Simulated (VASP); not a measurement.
# Pb (Fm-3m) in VASP: a series of runs

Runs on Pb. Level: PBEsol. Tasks: relaxation of cell and atoms.

Program: VASP 6.6.1. These are calculated values, not measurements. Logs are shortened: lines on timing, memory, paths and dates and some standing lists are left out, and cuts for length are marked.

## (1) The cell of the first run

Symmetry: Fm-3m, No. 225, cubic system. Conventional cell: a = 4.950 Å, b = 4.950 Å, c = 4.950 Å, α = 90.00°, β = 90.00°, γ = 90.00°. Within 4.6 Å of Pb (site symmetry m-3m) lie 12 Pb at 3.50 Å.

## (2) Relaxation of cell and atoms, PBEsol

INCAR reads:

```
SYSTEM = Pb
PREC = Accurate
ENCUT = 600
EDIFF = 1E-7
ISMEAR = 0
SIGMA = 0.1
LREAL = .FALSE.
LASPH = .TRUE.
NELM = 80
ALGO = Fast
ISIF = 3
LWAVE = .FALSE.
LCHARG = .FALSE.
GGA = PS
IBRION = 2
NSW = 100
EDIFFG = -0.005
```

KPOINTS reads:

```
Automatic mesh
0
G
  14 14 14
  0 0 0
```

POSCAR reads:

```
Pb
1.0
    0.0000000000      2.4750200000      2.4750200000
    2.4750200000      0.0000000000      2.4750200000
    2.4750200000      2.4750200000      0.0000000000
Pb
1
Direct
    0.0000000000      0.0000000000      0.0000000000
```

Potentials or basis: VASP PAW PBE potentials, release 64 (Pb_d).

Run with:

```sh
> cat potpaw_PBE.64/Pb_d/POTCAR > POTCAR
> mpirun -np 1 vasp_std > vasp.out
```

OUTCAR:

```text
SYSTEM = Pb
   PREC = Accurate
   ENCUT = 600
   EDIFF = 1E-7
   ISMEAR = 0
   LREAL = .FALSE.
   LASPH = .TRUE.
   NELM = 80
   ISIF = 3
   GGA = PS
   IBRION = 2
   NSW = 100
   EDIFFG = -0.005

 ion  position               nearest neighbor table
   1  0.000  0.000  0.000-

  LATTYP: Found a face centered cubic cell.
 ALAT       =     4.9500400000

  Lattice vectors:

 A1 = (   0.0000000000,   2.4750200000,   2.4750200000)
 A2 = (   2.4750200000,   0.0000000000,   2.4750200000)
 A3 = (   2.4750200000,   2.4750200000,   0.0000000000)

Analysis of symmetry for initial positions (statically):
=====================================================================
 Subroutine PRICEL returns:
 Original cell was already a primitive cell.

 Routine SETGRP: Setting up the symmetry group for a
 face centered cubic supercell.

 Subroutine GETGRP returns: Found 48 space group operations
 (whereof 48 operations were pure point group operations)
 out of a pool of 48 trial point group operations.

The static configuration has the point symmetry O_h .

Analysis of symmetry for dynamics (positions and initial velocities):
=====================================================================
 Subroutine PRICEL returns:
 Original cell was already a primitive cell.

 Routine SETGRP: Setting up the symmetry group for a
 face centered cubic supercell.

 Subroutine GETGRP returns: Found 48 space group operations
 (whereof 48 operations were pure point group operations)
 out of a pool of 48 trial point group operations.

The dynamic configuration has the point symmetry O_h .

 Subroutine INISYM returns: Found 48 space group operations
 (whereof 48 operations are pure point group operations),
 and found     1 'primitive' translations

----------------------------------------------------------------------------------------

                                     Primitive cell

  volume of cell :      30.3226

  direct lattice vectors                    reciprocal lattice vectors
     0.000000000  2.475020000  2.475020000    -0.202018570  0.202018570  0.202018570
     2.475020000  0.000000000  2.475020000     0.202018570 -0.202018570  0.202018570
     2.475020000  2.475020000  0.000000000     0.202018570  0.202018570 -0.202018570

  length of vectors
     3.500206851  3.500206851  3.500206851     0.349906427  0.349906427  0.349906427

  position of ions in fractional coordinates (direct lattice)
     0.000000000  0.000000000  0.000000000

  ion indices of the primitive-cell ions
   primitive index   ion index
                 1           1

----------------------------------------------------------------------------------------

 KPOINTS: Automatic mesh

Automatic generation of k-mesh.
 Grid dimensions read from file:
 generate k-points for:   14   14   14

 Generating k-lattice:

  Cartesian coordinates                     Fractional coordinates (reciprocal lattice)
    -0.014429898  0.014429898  0.014429898     0.071428571  0.000000000  0.000000000
     0.014429898 -0.014429898  0.014429898     0.000000000  0.071428571  0.000000000
     0.014429898  0.014429898 -0.014429898     0.000000000  0.000000000  0.071428571

  Length of vectors
     0.024993316  0.024993316  0.024993316

  Shift w.r.t. Gamma in fractional coordinates (k-lattice)
     0.000000000  0.000000000  0.000000000

 Subroutine IBZKPT returns following result:
 ===========================================

 Found    104 irreducible k-points:

 Following reciprocal coordinates:
            Coordinates               Weight
  0.000000  0.000000  0.000000      1.000000
  0.071429  0.000000  0.000000      8.000000
  0.142857  0.000000  0.000000      8.000000
  0.214286  0.000000  0.000000      8.000000
  0.285714  0.000000  0.000000      8.000000
  0.357143  0.000000  0.000000      8.000000
[... 16 lines left out ...]
  0.214286  0.142857  0.000000     24.000000
  0.285714  0.142857  0.000000     24.000000
 [... further k-points ...]
   k-points           NKPTS =    104   k-points in BZ     NKDIM =    104   number of bands    NBANDS=     11
   number of dos      NEDOS =    301   number of ions     NIONS =      1
   total plane-waves  NPLWV =  21952
   dimension x,y,z NGX =    28 NGY =   28 NGZ =   28
   dimension x,y,z NGXF=    56 NGYF=   56 NGZF=   56
   ions per type =               1
   NGX,Y,Z   is equivalent  to a cutoff of  13.30, 13.30, 13.30 a.u.
   NGXF,Y,Z  is equivalent  to a cutoff of  26.60, 26.60, 26.60 a.u.
 SYSTEM =  Pb
   PREC   = accura    normal or accurate (medium, high low for compatibility)
   ISTART =      0    job   : 0-new  1-cont  2-samecut
   ICHARG =      2    charge: 1-file 2-atom 10-const
   ISPIN  =      1    spin polarized calculation?
   LNONCOLLINEAR =      F non collinear calculations
   LSORBIT =      F    spin-orbit coupling
   LASPH  =      T    aspherical Exc in radial PAW
   ENCUT  =  600.0 eV  44.10 Ry    6.64 a.u.   6.99  6.99  6.99*2*pi/ulx,y,z
   NELM   =     80;   NELMIN=  2; NELMDL= -5     # of ELM steps
   EDIFF  = 0.1E-06   stopping-criterion for ELM
   LREAL  =      F    real-space projection
   EDIFFG = -.5E-02   stopping-criterion for IOM
   NSW    =    100    number of steps for IOM
   IBRION =      2    ionic relax: 0-MD 1-quasi-New 2-CG
   NFREE  =      1    steps in history (QN), initial steepest desc. (CG)
   ISIF   =      3    stress and relaxation
   ISYM   =      2    0-nonsym 1-usesym 2-fastsym
   POTIM  = 0.5000    time-step for ionic-motion
   TEBEG  =    0.0;   TEEND  =   0.0 temperature during run
   PSTRESS=    0.0 pullay stress
   NELECT =      14.0000    total number of electrons
   NUPDOWN=      -1.0000    fix difference up-down
   EMIN   =  10.00;   EMAX   =-10.00  energy-range for DOS
   EFERMI =   0.00;   METHOD = LEGACY
   ISMEAR =     0;   SIGMA  =   0.10  broadening in eV -4-tet -1-fermi 0-gaus
   EFERMI_NEDOS =   21; number of points for ismear=-14 and -15
   IALGO  =     68    algorithm
   IMIX   =      4    mixing-type and parameters
     AMIX     =   0.40;   BMIX     =  1.00
     AMIX_MAG =   1.60;   BMIX_MAG =  1.00
  volume/ion in A,a.u.               =      30.32       204.63
  Fermi-wavevector in a.u.,A,eV,Ry     =   1.265306  2.391081 21.782907  1.600999
  Thomas-Fermi vector in A             =   2.398566
   LORBIT       =      0    0 simple, 1 ext, 2 COOP (PROOUT), +10 PAW based schemes
   GGA     = PS    functional components
   LHFCALC =     F    Hartree Fock is set to
   AEXX    =    0.0000 exact exchange contribution
   IVDW    =     0    specifies the selected vdW correction
   LEPSILON=     F    determine dielectric tensor
   LRPA    =     F    only Hartree local field effects (RPA)
 conjugate gradient relaxation of ions
 non-spin polarized calculation
 RMM-DIIS sequential band-by-band and
 Gauss-broadening in eV      SIGMA  =   0.10
  energy-cutoff  :      600.00
  volume of cell :       30.32
 maximum number of plane-waves:      1026
   NGX = 13   NGY = 13   NGZ = 13

--------------------------------------- Ionic step        1  -------------------------------------------

 number of electron      13.9999999 magnetization

 Free energy of the ion-electron system (eV)
  ---------------------------------------------------
  ext. energy  EPLUGINS =         0.00000000
  ---------------------------------------------------
  free energy    TOTEN  =        -4.00344786 eV

  energy without entropy =       -4.00131746  energy(sigma->0) =       -4.00238266

------------------------ aborting loop because EDIFF is reached ----------------------------------------

  FORCE on cell =-STRESS in cart. coord.  units (eV):
  Direction    XX          YY          ZZ          XY          YZ          ZX
  --------------------------------------------------------------------------------------
  -------------------------------------------------------------------------------------
  Total       -0.0786302     -0.0786302     -0.0786302      0.0000000      0.0000000     -0.0000000
  in kB       -4.1546464     -4.1546464     -4.1546464      0.0000000      0.0000000     -0.0000000
  external PRESSURE =      -4.1546464 kB  Pullay stress =       0.0000000 kB

 VOLUME and BASIS-vectors are now :
 -----------------------------------------------------------------------------
  energy-cutoff  :      600.00
  volume of cell :       30.32
      direct lattice vectors                 reciprocal lattice vectors
     0.000000000  2.475020000  2.475020000    -0.202018570  0.202018570  0.202018570
     2.475020000  0.000000000  2.475020000     0.202018570 -0.202018570  0.202018570
     2.475020000  2.475020000  0.000000000     0.202018570  0.202018570 -0.202018570
[... 36 lines left out ...]
 POSITION                                       TOTAL-FORCE (eV/Angst)
 -----------------------------------------------------------------------------------
      0.00000      0.00000      0.00000         0.000000      0.000000     -0.000000
 -----------------------------------------------------------------------------------
    total drift:                               -0.000000     -0.000000     -0.000000

  FREE ENERGIE OF THE ION-ELECTRON SYSTEM (eV)
  ---------------------------------------------------
  free  energy   TOTEN  =        -4.0038151201 eV

  energy  without entropy=       -4.0017429970  energy(sigma->0) =       -4.00277906

--------------------------------------- Ionic step        3  -------------------------------------------

 number of electron      13.9999999 magnetization

 Free energy of the ion-electron system (eV)
  ---------------------------------------------------
  ext. energy  EPLUGINS =         0.00000000
  ---------------------------------------------------
  free energy    TOTEN  =        -4.00383434 eV

  energy without entropy =       -4.00175269  energy(sigma->0) =       -4.00279351

 E-fermi :   7.2410     XC(G=0): -10.3869

 val. band max:        7.2383012207   @ k =  -0.2857   0.2857   0.0714
 cond. band min:       7.2560509090   @ k =   0.3571   0.2143   0.0000
 fundamental gap:      0.0177496883
 Fermi energy:         7.2410084499

 k-point     1 :       0.0000    0.0000    0.0000
  band No.  band energies     occupation
      1      -9.7861      2.00000
      2      -9.7861      2.00000
      3      -9.7861      2.00000
      4      -9.6400      2.00000
      5      -9.6400      2.00000
      6      -4.6259      2.00000
      7      14.6946      0.00000
      8      14.6946      0.00000
      9      14.6946      0.00000
     10      16.9771      0.00000
     11      18.6452      0.00000

 k-point     2 :       0.0714    0.0000    0.0000
  band No.  band energies     occupation
      1      -9.7863      2.00000
      2      -9.7784      2.00000
      3      -9.7784      2.00000
      4      -9.6405      2.00000
      5      -9.6405      2.00000
      6      -4.5266      2.00000
      7      13.4868      0.00000
      8      14.5693      0.00000
      9      14.5693      0.00000
     10      16.7553      0.00000
     11      19.1681      0.00000
[... 295 lines left out ...]
 k-point    24 :       0.2857    0.1429    0.0000
  band No.  band energies     occupation
      1      -9.8293      2.00000
      2      -9.7261      2.00000
      3      -9.6967      2.00000
      4      -9.6536      2.00000
      5      -9.5683      2.00000
      6      -3.1761      2.00000
      7       8.4653      0.00000
      8      11.9694      0.00000
      9      12.2298      0.00000
     10      15.6569      0.00000
     11      17.2782      0.00000

 [... further k-points ...]

------------------------ aborting loop because EDIFF is reached ----------------------------------------

  FORCE on cell =-STRESS in cart. coord.  units (eV):
  Direction    XX          YY          ZZ          XY          YZ          ZX
  --------------------------------------------------------------------------------------
  -------------------------------------------------------------------------------------
  Total        0.0030698      0.0030698      0.0030698      0.0000000     -0.0000000     -0.0000000
  in kB        0.1637543      0.1637543      0.1637543      0.0000000     -0.0000000     -0.0000000
  external PRESSURE =       0.1637543 kB  Pullay stress =       0.0000000 kB

 VOLUME and BASIS-vectors are now :
 -----------------------------------------------------------------------------
  energy-cutoff  :      600.00
  volume of cell :       30.03
      direct lattice vectors                 reciprocal lattice vectors
     0.000000000  2.467164812  2.467164812    -0.202661775  0.202661775  0.202661775
     2.467164812  0.000000000  2.467164812     0.202661775 -0.202661775  0.202661775
     2.467164812  2.467164812  0.000000000     0.202661775  0.202661775 -0.202661775

 POSITION                                       TOTAL-FORCE (eV/Angst)
 -----------------------------------------------------------------------------------
      0.00000      0.00000      0.00000         0.000000      0.000000      0.000000
 -----------------------------------------------------------------------------------
    total drift:                               -0.000000     -0.000000     -0.000000

  FREE ENERGIE OF THE ION-ELECTRON SYSTEM (eV)
  ---------------------------------------------------
  free  energy   TOTEN  =        -4.0038343370 eV

  energy  without entropy=       -4.0017526851  energy(sigma->0) =       -4.00279351

 reached required accuracy - stopping structural energy minimisation
```

Run time: 1.7 min. Hardware: 1 thread of Intel Xeon Platinum 8259CL at 2.50GHz (Skylake/Cascade Lake), shared host; peak memory 0.19 GiB.

Results:

```
Free energy                            : -4.0038 eV
Relaxed volume                         : 30.03 Å³/atom
Relaxed cell                           : a = 3.489 Å, b = 3.489 Å, c = 3.489 Å, α = 60.00°, β = 60.00°, γ = 60.00°
Space group after relaxing (to 0.05 Å) : Fm-3m (No. 225)
Energy gained by relaxing              : 0.4 meV/atom
Ionic steps                            : 3
Pressure after relaxing                : 0.0 GPa
Band gap on the k mesh                 : zero (band 7 reaches 14.69 eV, above the bottom of band 8 at 5.62 eV)
```

Step by step:
```
step  energy change (eV)  largest force (eV/Å)  pressure (GPa)  volume (Å³)
   1              0.0000                0.0000           -0.42        30.32
   2             -0.0004                0.0000            0.09        29.98
   3             -0.0004                0.0000            0.02        30.03
```

Final structure:
```
Pb
1.0
     0.00000    2.46716    2.46716
     2.46716    0.00000    2.46716
     2.46716    2.46716    0.00000
Pb
1
Cartesian
  0.0000 0.0000 0.0000
```

Caveat: the PAW data sets were made with another functional, which shifts forces and pressure a little; spin-orbit coupling is left out, which moves the levels of the heavy elements.

## (3) Relaxation of cell and atoms, PBEsol

This run uses another cell than the first one, of 30.03 Å³/atom, 0.990 times its volume.

INCAR reads:

```
PREC = Accurate
ENCUT = 600
EDIFF = 1E-6
ISMEAR = -1
SIGMA = 0.15
LREAL = F
LASPH = T
NELM = 60
ALGO = Fast
ISIF = 3
LWAVE = F
LCHARG = F
GGA = PS
IBRION = 2
NSW = 80
EDIFFG = -0.001
```

KPOINTS reads:

```
Automatic mesh
0
Gamma
  16 16 16
```

POSCAR reads:

```
Pb
1.0
    0.0000000000      2.4669072726      2.4669072726
    2.4669072726      0.0000000000      2.4669072726
    2.4669072726      2.4669072726      0.0000000000
Pb
1
Direct
    0.0000000000      0.0000000000      0.0000000000
```

Potentials or basis: VASP PAW PBE potentials, release 64 (Pb_d).

Run with:

```sh
> cat potpaw_PBE.64/Pb_d/POTCAR > POTCAR
> mpirun -np 1 vasp_std > vasp.out
```

Run time: 2.9 min. Hardware: 1 thread of Intel Xeon Platinum 8259CL at 2.50GHz (Skylake/Cascade Lake), shared host; peak memory 0.21 GiB.

The run converged. Its results:

```
Free energy                            : -4.0188 eV
Relaxed volume                         : 30.04 Å³/atom
Relaxed cell                           : a = 3.489 Å, b = 3.489 Å, c = 3.489 Å, α = 60.00°, β = 60.00°, γ = 60.00°
Space group after relaxing (to 0.05 Å) : Fm-3m (No. 225)
Energy gained by relaxing              : 0.0 meV/atom
Ionic steps                            : 18
Pressure after relaxing                : 0.0 GPa
Band gap on the k mesh                 : zero (band 7 reaches 14.69 eV, above the bottom of band 8 at 5.48 eV)
```

Final structure:
```xyz
1
Lattice="0.0000 2.4673 2.4673 2.4673 0.0000 2.4673 2.4673 2.4673 0.0000" Properties=species:S:1:pos:R:3 pbc="T T T"
Pb    0.0000    0.0000    0.0000
```

Levels at points of the mesh, in eV from the Fermi level:
```
           k point  band 3  band 4  band 5  band 6  band 7  band 8  band 9  band 10  band 11
(0.00, 0.00, 0.00)  -17.02  -16.88  -16.88  -11.86    7.46    7.46    7.46     9.74    11.41
(0.50, 0.00, 0.00)  -17.01  -16.74  -16.74   -8.17   -4.30    5.60    5.60     9.21     9.52
(0.50, 0.50, 0.00)  -16.75  -16.70  -16.70   -6.74   -3.35    2.02    2.02     5.36     6.65
```

Caveat: the PAW data sets were made with another functional, which shifts forces and pressure a little; spin-orbit coupling is left out, which moves the levels of the heavy elements.
